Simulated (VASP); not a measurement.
Crystal: GaP.

```
Ga P
1.0
     0.00000    2.66962    2.66962
     2.66962    0.00000    2.66962
     2.66962    2.66962    0.00000
Ga P
1 1
Direct
  0.00000 0.00000 0.00000
  0.75000 0.75000 0.75000
```

Program: VASP 6.6.1. Alike in all runs: task single point; potentials or basis VASP PAW PBE potentials, release 64 (Ga_d, P); no spin polarisation; cell as given; smearing fermi-dirac 0.05 eV.

Q: Order these runs on this cell by their pressure, lowest first.
A. level b88 exchange, pbe correlation; k mesh 8 × 8 × 8; cutoff (eV) 500
B. level r2SCANh; k mesh 4 × 4 × 4; cutoff (eV) 520; grid for exact exchange (PRECFOCK) Normal; share of exact exchange 0.1
C. level HF; k mesh 4 × 4 × 4; cutoff (eV) 520; grid for exact exchange (PRECFOCK) Normal; share of exact exchange 1

A: B (6.5 GPa), A (8.4 GPa), C (13.1 GPa).

Caveats: some runs use coarse meshes; the PAW data sets were made with another functional, which shifts forces and pressure a little; the cell stands under pressure (at least some runs).
